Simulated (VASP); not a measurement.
Runs of VASP 6.6.1 on Cu. The structure is that of space group I4/mmm (No. 139), or close to it. The cells are those of the table. 

```tsv
cell	gap on the mesh (eV)	pressure (GPa)
a = 2.367 Å, angles 105.8, 105.8, 117.1°, 1 atom	none	(b)
a = 2.636 Å, angles 105.8, 105.8, 117.1°, 1 atom	none	-12.5
a = 2.458 Å, angles 106.8, 106.8, 115.0°, 1 atom	none	9.7
a = 2.423 Å, angles 104.9, 104.9, 119.1°, 1 atom	none	23.1
a = 2.644 Å, angles 104.9, 104.9, 119.1°, 1 atom	none	(a)
a = 2.362 Å, angles 106.8, 106.8, 115.0°, 1 atom	none	38.5
a = 2.411 Å, angles 106.8, 106.8, 115.0°, 1 atom	none	21.8
a = 2.417 Å, angles 105.8, 105.8, 117.1°, 1 atom	none	22.2
a = 2.374 Å, angles 104.9, 104.9, 119.1°, 1 atom	none	40.2
```

Alike in all rows: task single point; level PBE; potentials or basis VASP PAW PBE potentials, release 64 (Cu); no spin polarisation; k mesh 24 × 24 × 24; cutoff (eV) 520; smearing gaussian 0.15 eV.

**Question.** Fill in the values left out.

**Answer.** (a) -12.8; (b) 39.1.

Caveats: the cell stands under pressure (at least some runs); the cell stands under tension (at least some runs).

A gap of «none» marks levels without a gap at the run's occupations.
